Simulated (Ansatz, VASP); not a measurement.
**Si2W3 in VASP and in Ansatz**

Contents of INCAR:

```
  PREC = Accurate
  ENCUT = 600
  EDIFF = 1E-6
  ISMEAR = 0
  SIGMA = 0.1
  LREAL = False
  LASPH = True
  NELM = 80
  ALGO = Fast
  ISIF = 3
  LWAVE = False
  LCHARG = False
  GGA = PE
  IBRION = 2
  NSW = 90
  EDIFFG = -0.04
```

KPOINTS

```
Automatic mesh
0
Gamma
  6 6 4
```

File POSCAR:

```
Si2W3
1.0
    3.5774143100      0.0000000000      0.0000000000
    0.0000000000      3.5774143100      0.0000000000
    0.0000000000      0.0000000000      7.4243162300
Si W
2 3
Direct
    0.5000000000      0.0000000000      0.0000000000
    0.0000000000      0.5000000000      0.0000000000
    0.0000000000      0.0000000000      0.1330117500
    0.0000000000      0.0000000000      0.8669882500
    0.0000000000      0.0000000000      0.5000000000
```

Input for Ansatz:

```yaml
crystal:
  lattice:
    - [3.57741431, 0.0, 0.0]
    - [0.0, 3.57741431, 0.0]
    - [0.0, 0.0, 7.42431623]
  atoms:
    - { symbol: Si, position: [0.5, 0.0, 0.0] }
    - { symbol: Si, position: [0.0, 0.5, 0.0] }
    - { symbol: W, position: [0.0, 0.0, 0.13301175] }
    - { symbol: W, position: [0.0, 0.0, 0.86698825] }
    - { symbol: W, position: [0.0, 0.0, 0.5] }
basis:
  ecutwfc: 420
kpoints:
  mp_grid: { grid: [6, 6, 4] }
hamiltonian:
  xc: pbe
scf:
  occupations: { method: gaussian, width: 0.1 }
  lower_state_search: "off"
output:
  forces: true
  stress: true
  eigenvalues: true
relax:
  adjacent_minimum: "off"
  f_tol: 0.04
  max_steps: 70
  cell: { stress_tol: 0.4 }
```

Alike in both runs: task relaxation of cell and atoms; functional PBE; k mesh 6 × 6 × 4; occupations gaussian, width 0.1 eV; no spin polarisation.

|  | VASP | Ansatz |
| --- | --- | --- |
| version | VASP 6.6.1 | Ansatz 0.2.0 |
| potentials or method | VASP PAW PBE potentials, release 64 (Si, W_sv), cutoff 600 eV | scalar-relativistic, plane waves, PAW |
| valence electrons in the cell | 50 | 50 |

Ansatz gave:

| Item | Value |
| --- | --- |
| gap on the k mesh at the Fermi level, each at its own relaxed structure (eV) | none |
| relaxed volume (Å³/atom) | 18.21 |
| relaxed length of the cell vector where the two differ most in proportion (Å) | 9.031 |

**Question.** Which values does VASP return?

**Answer.** gap on the k mesh at the Fermi level, each at its own relaxed structure (eV): none; relaxed volume (Å³/atom): 18.22; relaxed length of the cell vector where the two differ most in proportion (Å): 9.055.

A gap of «none» marks a metal or a gap that the smearing closes.

Neither program's run includes spin-orbit coupling.
